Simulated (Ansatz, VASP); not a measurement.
This is a calculation of Lu for VASP 6.6.1.

File INCAR:

```
SYSTEM = Lu
  PREC = Accurate
  ENCUT = 520
  EDIFF = 1E-7
  ISMEAR = -1
  SIGMA = 0.05
  LREAL = .False.
  LASPH = .True.
  NELM = 100
  ALGO = Normal
  ISIF = 2
  LWAVE = .False.
  LCHARG = .True.
  GGA = CA
  LELF = .True.
  LVHAR = .True.
  NBANDS = 32
```

KPOINTS

```
regular mesh
0
Gamma
  9 9 5
  0 0 0
```

The input POSCAR:

```
Lu
1.0
    3.4795885533      0.0000000000      0.0000000000
   -1.7397942767      3.0134120819      0.0000000000
    0.0000000000      0.0000000000      5.5136445151
Lu
2
Direct
    0.6666666667      0.3333333333      0.7500000000
    0.3333333333      0.6666666667      0.2500000000
```

Potentials or basis: VASP PAW PBE potentials, release 64 (Lu).

The run is started by

```sh
$ cat potpaw_PBE.64/Lu/POTCAR > POTCAR
$ mpirun -np 1 vasp_std > vasp.out
```

Q: Set up the same calculation for Ansatz 0.2.0. Potentials there: all-electron LAPW, scalar-relativistic.

A: As run (the cutoff follows the program's own potentials):

The input input.yaml:

```yaml
crystal:
  lattice:
    - [3.4795885533, 0.0, 0.0]
    - [-1.7397942767, 3.0134120819, 0.0]
    - [0.0, 0.0, 5.5136445151]
  atoms:
    - { symbol: Lu, position: [0.6666666667, 0.3333333333, 0.75] }
    - { symbol: Lu, position: [0.3333333333, 0.6666666667, 0.25] }
kpoints:
  mp_grid: { grid: [9, 9, 5] }
scf:
  occupations: { method: fermi_dirac, width: 0.05 }
hamiltonian:
  xc: lda
  pseudopotentials: { kind: all_electron, lapw: { basis_error: 0.001 } }
output:
  forces: true
  stress: true
  eigenvalues: true
```

Potentials or basis: all-electron LAPW, scalar-relativistic.

Run with:

```bash
$ ansatz run input.yaml --threads 1 --pin off --max-ram 3072MiB --backend cpu --events-out ev --progress --plain --runs-dir out
```

Both were run:

|  | VASP | Ansatz | Ansatz less VASP |
| --- | --- | --- | --- |
| gap on the k mesh at the Fermi level (eV) | none | none | - |
| pressure (GPa) | -4.7 | -4.8 | -0.18 |
| traceless stress, the component that is largest in VASP (GPa) | -0.88 | -0.87 | +0.010 |

VASP's potentials were made for PBE, not for LDA. LDA's correlation is that of Perdew and Zunger in VASP and of Perdew and Wang (1992) in Ansatz. A gap of «none» marks a metal or a gap that the smearing closes. Ansatz ran all-electron here, and VASP with PAW potentials.

Spin-orbit coupling is off throughout.
